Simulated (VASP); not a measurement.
# BP (F-43m) in VASP: elastic constants with PBE

Aim: the elastic constants of BP with PBE.

Everything below comes from runs of VASP 6.6.1. Logs are shortened: lines on timing, memory, paths and dates and some standing lists are left out, and cuts for length are marked.

## 1. The cell of the first run

It takes space group F-43m (No. 216, cubic). Conventional cell: a = 4.548 Å, b = 4.548 Å, c = 4.548 Å, α = 90.00°, β = 90.00°, γ = 90.00°. Within 2.6 Å of B (site symmetry -43m) lie 4 P at 1.97 Å. Within 2.6 Å of P (site symmetry -43m) lie 4 B at 1.97 Å.

## 2. Elastic constants, PBE

File INCAR:

```
  PREC = Accurate
  ENCUT = 600
  EDIFF = 1E-8
  ISMEAR = 0
  SIGMA = 0.01
  LREAL = False
  LASPH = True
  NELM = 100
  ALGO = Normal
  ISIF = 3
  LWAVE = False
  LCHARG = True
  GGA = PE
  IBRION = 6
  NFREE = 2
  POTIM = 0.015
  NSW = 1
```

File KPOINTS:

```
regular mesh
0
Gamma
  10 10 10
```

File POSCAR:

```
BP
1.0
    0.0000000000      2.2741519382      2.2741519382
    2.2741519382      0.0000000000      2.2741519382
    2.2741519382      2.2741519382      0.0000000000
B P
1 1
Direct
    0.0000000000      0.0000000000      0.0000000000
    0.2500000000      0.2500000000      0.2500000000
```

Potentials or basis: VASP PAW PBE potentials, release 64 (B, P).

Started as:

```sh
> cat potpaw_PBE.64/B/POTCAR potpaw_PBE.64/P/POTCAR > POTCAR
> mpirun -np 1 vasp_std > vasp.out
```

OUTCAR:

```text
PREC = Accurate
   ENCUT = 600
   EDIFF = 1E-8
   ISMEAR = 0
   LREAL = False
   LASPH = True
   NELM = 100
   ISIF = 3
   GGA = PE
   IBRION = 6
   NFREE = 2
   POTIM = 0.015
   NSW = 1

 ion  position               nearest neighbor table
   1  0.000  0.000  0.000-   2 1.97   2 1.97   2 1.97   2 1.97
   2  0.250  0.250  0.250-   1 1.97   1 1.97   1 1.97   1 1.97

  LATTYP: Found a face centered cubic cell.
 ALAT       =     4.5483038764

  Lattice vectors:

 A1 = (   0.0000000000,   2.2741519382,   2.2741519382)
 A2 = (   2.2741519382,   0.0000000000,   2.2741519382)
 A3 = (   2.2741519382,   2.2741519382,   0.0000000000)

Analysis of symmetry for initial positions (statically):
=====================================================================
 Subroutine PRICEL returns:
 Original cell was already a primitive cell.

 Routine SETGRP: Setting up the symmetry group for a
 face centered cubic supercell.

 Subroutine GETGRP returns: Found 24 space group operations
 (whereof 24 operations were pure point group operations)
 out of a pool of 48 trial point group operations.

The static configuration has the point symmetry T_d .

Analysis of symmetry for dynamics (positions and initial velocities):
=====================================================================
 Subroutine PRICEL returns:
 Original cell was already a primitive cell.

 Routine SETGRP: Setting up the symmetry group for a
 face centered cubic supercell.

 Subroutine GETGRP returns: Found 24 space group operations
 (whereof 24 operations were pure point group operations)
 out of a pool of 48 trial point group operations.

The dynamic configuration has the point symmetry T_d .

 Subroutine INISYM returns: Found 24 space group operations
 (whereof 24 operations are pure point group operations),
 and found     1 'primitive' translations

----------------------------------------------------------------------------------------

[... 347 lines left out ...]
      5      10.6651      0.00000
      6      10.7415      0.00000
      7      10.8208      0.00000
      8      14.6225      0.00000
[... 243 lines left out ...]
 k-point    24 :       0.4000    0.3000    0.0000
  band No.  band energies     occupation
      1      -5.1244      2.00000
      2       1.1795      2.00000
      3       3.3605      2.00000
      4       3.8574      2.00000
      5       9.1629      0.00000
      6      10.9774      0.00000
      7      16.7808      0.00000
      8      16.8293      0.00000

 [... further k-points ...]
[... 5 lines left out ...]
  --------------------------------------------------------------------------------------
  -------------------------------------------------------------------------------------
  Total       -0.0304131     -0.0267554     -0.0267554      0.0000000      0.1049380      0.0000000
  in kB       -2.0714908     -1.8223604     -1.8223604      0.0000000      7.1475134      0.0000000
  external PRESSURE =      -1.9054039 kB  Pullay stress =       0.0000000 kB
[... 17 lines left out ...]
  FREE ENERGIE OF THE ION-ELECTRON SYSTEM (eV)
  ---------------------------------------------------
  free  energy   TOTEN  =       -12.9303582725 eV

  energy  without entropy=      -12.9303582725  energy(sigma->0) =      -12.93035827

 INTERNAL STRAIN TENSORS FROM STRAINED CELLS
 ============================================

 INTERNAL STRAIN TENSOR FOR ION    1 for displacements in x,y,z  (eV/Angst):
          X           Y           Z          XY          YZ          ZX
  --------------------------------------------------------------------------------
  x     0.00000     0.00000     0.00000     0.00000     7.00711     0.00000
  y    -0.00000    -0.00000    -0.00000     0.00000     0.00000     7.00704
  z    -0.00000     0.00000     0.00000     7.00703     0.00000     0.00000

 INTERNAL STRAIN TENSORS FROM DISPLACED ATOMS
 ============================================

 INTERNAL STRAIN TENSOR FOR ION    1 for displacements in x,y,z  (eV/Angst):
          X           Y           Z          XY          YZ          ZX
  --------------------------------------------------------------------------------
  x     0.00000    -0.00000    -0.00000     0.00000     7.00548     0.00000
  y    -0.00000     0.00000    -0.00000     0.00000     0.00000     7.00548
  z    -0.00000    -0.00000     0.00000     7.00548     0.00000     0.00000

 INTERNAL STRAIN TENSOR FOR ION    2 for displacements in x,y,z  (eV/Angst):
          X           Y           Z          XY          YZ          ZX
  --------------------------------------------------------------------------------
  x     0.00000     0.00000     0.00000     0.00000    -6.99906     0.00000
  y     0.00000     0.00000     0.00000     0.00000     0.00000    -6.99906
  z     0.00000     0.00000     0.00000    -6.99906     0.00000     0.00000

 Eigenvectors and eigenvalues of the dynamical matrix
 ----------------------------------------------------

   1 f  =   23.937221 THz   150.401996 2PiTHz  798.459748 cm-1    98.996347 meV
             X         Y         Z           dx          dy          dz
      0.000000  0.000000  0.000000     0.000000    0.860978    0.000000
      1.137076  1.137076  1.137076     0.000000   -0.508642    0.000000
[... 21 lines left out ...]
   6 f/i=    0.000335 THz     0.002107 2PiTHz    0.011188 cm-1     0.001387 meV
             X         Y         Z           dx          dy          dz
      0.000000  0.000000  0.000000     0.000000    0.000000   -0.508642
      1.137076  1.137076  1.137076     0.000000    0.000000   -0.860978

--------------------------------------------------------------------------------------------------------

 ELASTIC MODULI CONTR FROM IONIC RELAXATION (kBar)
 Direction    XX          YY          ZZ          XY          YZ          ZX
 --------------------------------------------------------------------------------
 XX          -0.0000     -0.0000     -0.0000      0.0000      0.0000      0.0000
 YY          -0.0000     -0.0000     -0.0000      0.0000      0.0000      0.0000
 ZZ          -0.0000     -0.0000     -0.0000      0.0000      0.0000      0.0000
 XY           0.0000      0.0000      0.0000   -177.7535     -0.0000      0.0000
 YZ           0.0000      0.0000      0.0000     -0.0000   -177.7535      0.0000
 ZX           0.0000      0.0000      0.0000      0.0000      0.0000   -177.7535
 --------------------------------------------------------------------------------

 TOTAL ELASTIC MODULI (kBar)
 Direction    XX          YY          ZZ          XY          YZ          ZX
 --------------------------------------------------------------------------------
 XX        3393.0174    726.4993    726.4993      0.0000      0.0000      0.0000
 YY         726.4993   3393.0174    726.4993     -0.0000      0.0000      0.0000
 ZZ         726.4993    726.4993   3393.0174      0.0000      0.0000      0.0000
 XY           0.0000     -0.0000      0.0000   1852.1006     -0.0000      0.0000
 YZ           0.0000      0.0000      0.0000     -0.0000   1852.1006      0.0000
 ZX           0.0000      0.0000      0.0000      0.0000      0.0000   1852.1006
 --------------------------------------------------------------------------------
```

OSZICAR:

```text
N       E                     dE             d eps       ncg     rms          rms(c)
DAV:   1     0.126293575888E+02    0.12629E+02   -0.45480E+03   752   0.101E+03
DAV:   2    -0.133229677762E+02   -0.25952E+02   -0.24464E+02  1184   0.118E+02
DAV:   3    -0.136248895031E+02   -0.30192E+00   -0.30192E+00   896   0.165E+01
[... 185 lines left out ...]
DAV:   3    -0.129303555806E+02    0.26976E-04   -0.13584E-04  3328   0.886E-02    0.286E-02
DAV:   4    -0.129303587345E+02   -0.31539E-05   -0.12993E-05  4032   0.343E-02    0.629E-03
DAV:   5    -0.129303582301E+02    0.50439E-06   -0.34387E-06  3496   0.128E-02    0.923E-04
DAV:   6    -0.129303582667E+02   -0.36640E-07   -0.18316E-07  3272   0.392E-03    0.823E-04
DAV:   7    -0.129303582725E+02   -0.58005E-08   -0.73618E-09  2480   0.847E-04
  17 F= -.12930358E+02 E0= -.12930358E+02  d E =-.129304E-85
```

Run time: 7.6 min. Hardware: 1 thread of Intel Xeon Platinum 8375C at 2.90GHz (Ice Lake), shared host; peak memory 0.27 GiB.

What came out:

| Item | Value |
| --- | --- |
| Elastic constants C11, C12, C44 | 339, 73, 185 GPa |
| Voigt bulk modulus | 162 GPa |
| Highest phonon frequency at Γ, LO-TO splitting left out | 798 cm⁻¹ |

Phonon frequencies in cm⁻¹ (negative: imaginary):
| q point | frequencies |
| --- | --- |
| (0.000, 0.000, 0.000) | 0 0 0 798 798 798 |

Elastic tensor in Voigt notation (GPa, in the Cartesian axes of the cell as first typed):
```
339  73  73   0   0   0
 73 339  73   0   0   0
 73  73 339   0   0   0
  0   0   0 185   0   0
  0   0   0   0 185   0
  0   0   0   0   0 185
```

Clamped-ion elastic tensor (GPa):
```
339  73  73   0   0   0
 73 339  73   0   0   0
 73  73 339   0   0   0
  0   0   0 203   0   0
  0   0   0   0 203   0
  0   0   0   0   0 203
```
